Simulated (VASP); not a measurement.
Here is a VASP 6.6.1 calculation.

The input INCAR:

```
SYSTEM = Cs
PREC     = Accurate       ! precision mode
ENCUT    = 520            ! plane-wave cutoff, eV
EDIFF    = 1E-6           ! SCF threshold, eV
ISMEAR   = 0              ! smearing method
SIGMA    = 0.1            ! smearing width, eV
LREAL    = .FALSE.        ! projectors in reciprocal space
LASPH    = .TRUE.         ! aspherical terms in the spheres
NELM     = 80             ! most SCF steps
ALGO     = Normal         ! electronic algorithm
ISIF     = 2              ! what is computed and relaxed
LWAVE    = .FALSE.        ! write WAVECAR
LCHARG   = .FALSE.        ! write CHGCAR
GGA      = PE             ! functional
NBANDS   = 10             ! bands
```

The input KPOINTS:

```
regular mesh
0
G
  10 10 10
  0 0 0
```

File POSCAR:

```
Cs
1.0
   -3.1099235780      3.1099235780      3.1099235780
    3.1099235780     -3.1099235780      3.1099235780
    3.1099235780      3.1099235780     -3.1099235780
Cs
1
Direct
    0.0000000000      0.0000000000      0.0000000000
```

Potentials or basis: VASP PAW PBE potentials, release 64 (Cs_sv).

Command:

```console
$ cat potpaw_PBE.64/Cs_sv/POTCAR > POTCAR
$ mpirun -np 1 vasp_std > vasp.out
```

Problem. Predict the pressure.

Solution. -0.1 GPa.

Problem. What does it give for the band gap on the k mesh?

Solution. Zero (an odd number of electrons rules out a gap without spin polarisation).

Caveat: spin-orbit coupling is left out, which moves the levels of the heavy elements.
